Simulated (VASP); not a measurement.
# ZrC2 in VASP: further runs

Runs on ZrC2. Level: PBE. Tasks: single point.

Program: VASP 6.6.1. These are calculated values, not measurements. Logs are shortened: lines on timing, memory, paths and dates and some standing lists are left out, and cuts for length are marked.

## 1. The cell of the first run

It takes space group Cmmm (No. 65, orthorhombic). Conventional cell: a = 2.720 Å, b = 6.940 Å, c = 3.111 Å, α = 90.00°, β = 90.00°, γ = 90.00°. Zr (site symmetry mmm) has 12 C at 2.49 to 2.60 Å and 4 Zr at 2.72 to 3.11 Å within 3.3 Å. Within 2.0 Å of C (site symmetry m2m) lie 2 C at 1.53 Å.

## 2. Single point, PBE

Contents of INCAR:

```
SYSTEM = ZrC2
PREC = Accurate ; ENCUT = 520
EDIFF = 1E-6 ; ISMEAR = 0
SIGMA = 0.1 ; LREAL = .False.
LASPH = .True. ; NELM = 100
ALGO = Normal ; ISIF = 2
LWAVE = .False. ; LCHARG = .True.
GGA = PE ; LELF = .True.
LVHAR = .True. ; NBANDS = 17
```

Contents of KPOINTS:

```
Automatic mesh
0
Gamma
  6 6 6
  0 0 0
```

Contents of POSCAR:

```
ZrC2
1.0
    1.3597841750     -3.4701329257      0.0000000000
    1.3597841750      3.4701329257      0.0000000000
    0.0000000000      0.0000000000      3.1112778519
Zr C
1 2
Direct
    0.0000000000      0.0000000000      0.5000000000
    0.6996752307      0.3003247693      0.0000000000
    0.3003247693      0.6996752307      0.0000000000
```

Potentials or basis: VASP PAW PBE potentials, release 64 (Zr_sv, C).

Launch:

```console
$ cat potpaw_PBE.64/Zr_sv/POTCAR potpaw_PBE.64/C/POTCAR > POTCAR
$ mpirun -np 1 vasp_std > vasp.out
```

OUTCAR:

```text
SYSTEM = ZrC2
   PREC = Accurate
   ENCUT = 520
   EDIFF = 1E-6
   ISMEAR = 0
   LREAL = .False.
   LASPH = .True.
   NELM = 100
   ISIF = 2
   GGA = PE

 ion  position               nearest neighbor table
   1  0.000  0.000  0.500-   2 2.49   2 2.49   3 2.49   3 2.49   2 2.49   2 2.49   3 2.49   3 2.49
                             2 2.60   3 2.60   2 2.60   3 2.60
   2  0.700  0.300  0.000-   3 1.53   3 1.53   1 2.49   1 2.49   1 2.49   1 2.49   1 2.60   1 2.60

   3  0.300  0.700  0.000-   2 1.53   2 1.53   1 2.49   1 2.49   1 2.49   1 2.49   1 2.60   1 2.60

  LATTYP: Found a base centered orthorhombic cell.
 ALAT       =     2.7195683500
 B/A-ratio  =     2.5519733128
 C/A-ratio  =     1.1440337037

  Lattice vectors:

 A1 = (   1.3597841750,  -3.4701329257,   0.0000000000)
 A2 = (   1.3597841750,   3.4701329257,   0.0000000000)
 A3 = (   0.0000000000,   0.0000000000,   3.1112778519)

Analysis of symmetry for initial positions (statically):
=====================================================================
 Subroutine PRICEL returns:
 Original cell was already a primitive cell.

 Routine SETGRP: Setting up the symmetry group for a
 base centered orthorhombic supercell.

 Subroutine GETGRP returns: Found  8 space group operations
 (whereof  8 operations were pure point group operations)
 out of a pool of  8 trial point group operations.

The static configuration has the point symmetry D_2h.

Analysis of symmetry for dynamics (positions and initial velocities):
=====================================================================
 Subroutine PRICEL returns:
 Original cell was already a primitive cell.

 Routine SETGRP: Setting up the symmetry group for a
 base centered orthorhombic supercell.

 Subroutine GETGRP returns: Found  8 space group operations
 (whereof  8 operations were pure point group operations)
 out of a pool of  8 trial point group operations.

The dynamic configuration has the point symmetry D_2h.

 Subroutine INISYM returns: Found  8 space group operations
 (whereof  8 operations are pure point group operations),
 and found     1 'primitive' translations

----------------------------------------------------------------------------------------

                                     Primitive cell

  volume of cell :      29.3619

  direct lattice vectors                    reciprocal lattice vectors
     1.359784175 -3.470132926  0.000000000     0.367705412 -0.144086699  0.000000000
     1.359784175  3.470132926  0.000000000     0.367705412  0.144086699  0.000000000
[... 90 lines left out ...]
   NSW    =      0    number of steps for IOM
   IBRION =     -1    ionic relax: 0-MD 1-quasi-New 2-CG
   NFREE  =      0    steps in history (QN), initial steepest desc. (CG)
   ISIF   =      2    stress and relaxation
   ISYM   =      2    0-nonsym 1-usesym 2-fastsym
   POTIM  = 0.5000    time-step for ionic-motion
   TEBEG  =    0.0;   TEEND  =   0.0 temperature during run
   PSTRESS=    0.0 pullay stress
   NELECT =      20.0000    total number of electrons
   NUPDOWN=      -1.0000    fix difference up-down
   EMIN   =  10.00;   EMAX   =-10.00  energy-range for DOS
   EFERMI =   0.00;   METHOD = LEGACY
   ISMEAR =     0;   SIGMA  =   0.10  broadening in eV -4-tet -1-fermi 0-gaus
   EFERMI_NEDOS =   21; number of points for ismear=-14 and -15
   IALGO  =     38    algorithm
   IMIX   =      4    mixing-type and parameters
     AMIX     =   0.40;   BMIX     =  1.00
     AMIX_MAG =   1.60;   BMIX_MAG =  1.00
  volume/ion in A,a.u.               =       9.79        66.05
  Fermi-wavevector in a.u.,A,eV,Ry     =   1.440422  2.722004 28.229595  2.074817
  Thomas-Fermi vector in A             =   2.559168
   LORBIT       =      0    0 simple, 1 ext, 2 COOP (PROOUT), +10 PAW based schemes
   GGA     = PE    functional components
   LHFCALC =     F    Hartree Fock is set to
   AEXX    =    0.0000 exact exchange contribution
   IVDW    =     0    specifies the selected vdW correction
   LEPSILON=     F    determine dielectric tensor
   LRPA    =     F    only Hartree local field effects (RPA)
 non-spin polarized calculation
 Gauss-broadening in eV      SIGMA  =   0.10
  energy-cutoff  :      520.00
  volume of cell :       29.36
 maximum number of plane-waves:       801
   NGX = 13   NGY = 13   NGZ = 11

 number of electron      19.9999999 magnetization

 Free energy of the ion-electron system (eV)
  ---------------------------------------------------
  ext. energy  EPLUGINS =         0.00000000
  ---------------------------------------------------
  free energy    TOTEN  =       -26.42700175 eV

  energy without entropy =      -26.42356980  energy(sigma->0) =      -26.42528578

 E-fermi :  12.0886     XC(G=0): -12.7858

 val. band max:       12.0137108480   @ k =   0.5000   0.1667   0.0000
 cond. band min:      12.1269477816   @ k =  -0.3333   0.3333   0.1667
 fundamental gap:      0.1132369336
 Fermi energy:        12.0885893138

 k-point     1 :       0.0000    0.0000    0.0000
  band No.  band energies     occupation
      1     -37.4327      2.00000
      2     -15.6020      2.00000
      3     -15.2397      2.00000
      4     -14.3105      2.00000
      5      -5.8897      2.00000
      6       5.1736      2.00000
[... 457 lines left out ...]
      4     -14.8708      2.00000
      5      -4.4523      2.00000
      6       3.1274      2.00000
[... 9 lines left out ...]
     16      18.4776      0.00000
     17      20.4053      0.00000

 [... further k-points ...]

------------------------ aborting loop because EDIFF is reached ----------------------------------------

  FORCE on cell =-STRESS in cart. coord.  units (eV):
  Direction    XX          YY          ZZ          XY          YZ          ZX
  --------------------------------------------------------------------------------------
  -------------------------------------------------------------------------------------
  Total        0.3778894     -0.0135240     -0.1785683      0.0000000      0.0000000      0.0000000
  in kB       20.6200808     -0.7379556     -9.7438399      0.0000000      0.0000000      0.0000000
  external PRESSURE =       3.3794284 kB  Pullay stress =       0.0000000 kB

 VOLUME and BASIS-vectors are now :
 -----------------------------------------------------------------------------
  energy-cutoff  :      520.00
  volume of cell :       29.36
      direct lattice vectors                 reciprocal lattice vectors
     1.359784175 -3.470132926  0.000000000     0.367705412 -0.144086699  0.000000000
     1.359784175  3.470132926  0.000000000     0.367705412  0.144086699  0.000000000
     0.000000000  0.000000000  3.111277852     0.000000000  0.000000000  0.321411345

 POSITION                                       TOTAL-FORCE (eV/Angst)
 -----------------------------------------------------------------------------------
      0.00000      0.00000      1.55564         0.000000     -0.000000     -0.000000
      1.35978     -1.38580      0.00000         0.000000     -0.136215      0.000000
      1.35978      1.38580      0.00000         0.000000      0.136215     -0.000000
 -----------------------------------------------------------------------------------
    total drift:                                0.000000      0.000000      0.000000

  FREE ENERGIE OF THE ION-ELECTRON SYSTEM (eV)
  ---------------------------------------------------
  free  energy   TOTEN  =       -26.4270017479 eV

  energy  without entropy=      -26.4235698026  energy(sigma->0) =      -26.42528578
```

OSZICAR:

```text
N       E                     dE             d eps       ncg     rms          rms(c)
DAV:   1     0.118284821992E+03    0.11828E+03   -0.10973E+04  1768   0.118E+03
DAV:   2    -0.222951183774E+02   -0.14058E+03   -0.13616E+03  2281   0.306E+02
DAV:   3    -0.293844367631E+02   -0.70893E+01   -0.70536E+01  2860   0.572E+01
DAV:   4    -0.295453394503E+02   -0.16090E+00   -0.16060E+00  2321   0.604E+00
DAV:   5    -0.295477619680E+02   -0.24225E-02   -0.24220E-02  2417   0.623E-01    0.202E+01
DAV:   6    -0.265174868430E+02    0.30303E+01   -0.16192E+01  2304   0.203E+01    0.795E+00
DAV:   7    -0.264433224233E+02    0.74164E-01   -0.73388E-01  2152   0.558E+00    0.576E+00
DAV:   8    -0.264305185152E+02    0.12804E-01   -0.13550E-01  2129   0.251E+00    0.692E-01
DAV:   9    -0.264268777006E+02    0.36408E-02   -0.19471E-02  2093   0.802E-01    0.303E-01
DAV:  10    -0.264270040470E+02   -0.12635E-03   -0.11521E-03  2199   0.279E-01    0.334E-02
DAV:  11    -0.264270013878E+02    0.26592E-05   -0.29585E-05  2130   0.458E-02    0.207E-02
DAV:  12    -0.264270017479E+02   -0.36010E-06   -0.30981E-06  2087   0.168E-02
   1 F= -.26427002E+02 E0= -.26425286E+02  d E =-.343195E-02
```

Wall time 13 s (1 thread of AMD EPYC 9R45 (Zen 5), shared host); peak memory 0.13 GiB.

What came out:

```
Free energy            : -26.4270 eV
Pressure               : 0.3 GPa
Largest force          : 0.136 eV/Å
Band gap on the k mesh : zero (bands 10 and 11 overlap by 2.43 eV)
```

Forces on the atoms (eV/Å):
```
Zr   0.000  0.000  0.000
C    0.000 -0.136  0.000
C    0.000  0.136  0.000
```

Levels at points of the mesh, in eV from the Fermi level:
```
           k point  band 7  band 8  band 9  band 10  band 11  band 12  band 13  band 14
(0.00, 0.00, 0.00)   -5.79   -5.14   -4.82    -2.93     0.86     1.54     2.64     4.56
(0.50, 0.00, 0.00)   -5.49   -5.05   -3.48    -1.10    -0.47     1.48     2.47     5.55
(0.50, 0.50, 0.00)   -6.66   -6.28   -3.21     1.28     1.96     3.34     3.73     4.61
(0.00, 0.00, 0.50)   -7.55   -6.47   -1.90    -1.80     1.76     2.24     2.76     3.15
(0.50, 0.00, 0.50)   -7.60   -6.29   -3.66    -2.85     1.90     2.33     5.44     6.39
(0.50, 0.50, 0.50)   -7.13   -6.88   -3.44     0.96     2.92     3.25     4.03     4.36
```

Caveat: the k points lie up to 0.41 Å⁻¹ apart, too coarse for converged energies and pressures of a metal.

[end of part 1 of 2]

The gap in the log of VASP goes by the Fermi energy; the results here count the filled bands.